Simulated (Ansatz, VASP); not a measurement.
**One calculation of CdF2, two programs**

```xyz
3
Lattice="0.0000 2.6204 2.7276 2.6204 0.0000 2.7276 2.6204 2.6204 0.0000" Properties=species:S:1:pos:R:3 pbc="T T T"
Cd    0.0000    0.0000    0.0000
F     1.3102    1.3102    1.3638
F     3.9306    3.9306    4.0914
```

Alike in both runs: task single point; functional PBEsol; k mesh 8 × 8 × 8; occupations gaussian, width 0.05 eV; no spin polarisation.

|  | VASP | Ansatz |
| --- | --- | --- |
| version | VASP 6.6.1 | Ansatz 0.2.0 |
| potentials or method | VASP PAW PBE potentials, release 64 (Cd_sv_GW, F), cutoff 700 eV | scalar-relativistic, plane waves, PAW |
| valence electrons in the cell | 34 | 34 |

Ansatz gave:

```
gap on the k mesh at the Fermi level (eV)                     : 3.03
least direct gap on the mesh (eV)                             : 3.42
pressure (GPa)                                                : 4.8
traceless stress, the component that is largest in VASP (GPa) : -3.03
```

Problem. Which values does VASP return?

Solution. gap on the k mesh at the Fermi level (eV): 3.02; least direct gap on the mesh (eV): 3.41; pressure (GPa): 4.5; traceless stress, the component that is largest in VASP (GPa): -3.03.

VASP's potentials were made for PBE, not for PBEsol.
